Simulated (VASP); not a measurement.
Wanted: the native input for a VASP 6.6.1 run.

* Task: single point
* Functional: PBE
* Potentials or basis: VASP PAW PBE potentials, release 64 (Ba_sv, S)
* Cutoff: 520 eV
* k mesh: 6 × 6 × 6
* Occupations: gaussian, width 0.01 eV
* Spin: no spin polarisation
* Dipole correction: no
* Further INCAR settings: ALGO = Normal; EDIFF = 1e-06; NBANDS = 15

The structure of BaS lies in POSCAR:

```
BaS
1.0
    0.0000000000      3.5542596983      3.5542596983
    3.5542596983      0.0000000000      3.5542596983
    3.5542596983      3.5542596983      0.0000000000
Ba S
1 1
Direct
    0.0000000000      0.0000000000      0.0000000000
    0.2500000000      0.2500000000      0.2500000000
```

This cell differs from its parent crystal: volume changed by +3%.

These files were run (other wordings do the same):

INCAR

```
SYSTEM = BaS
  ALGO = Normal
  EDIFF = 1E-6
  ENCUT = 520
  GGA = PE
  ISIF = 2
  ISMEAR = 0
  LASPH = .True.
  LCHARG = .False.
  LREAL = .False.
  LWAVE = .False.
  NBANDS = 15
  NELM = 80
  PREC = Accurate
  SIGMA = 0.01
```

KPOINTS

```
k-points
0
Gamma
  6 6 6
  0 0 0
```

Potentials or basis: VASP PAW PBE potentials, release 64 (Ba_sv, S).

Launch:

```sh
$ cat potpaw_PBE.64/Ba_sv/POTCAR potpaw_PBE.64/S/POTCAR > POTCAR
$ mpirun -np 1 vasp_std > vasp.out
```

It gave:

- Pressure: -0.4 GPa
- Band gap on the k mesh: 2.72 eV, indirect (least direct gap 3.34 eV)

Caveat: spin-orbit coupling is left out, which moves the levels of the heavy elements.

Run time: 15 s on 1 thread of Intel(R) Xeon(R) 6975P-C (Granite Rapids), with other jobs on the host, peak memory 0.23 GiB.
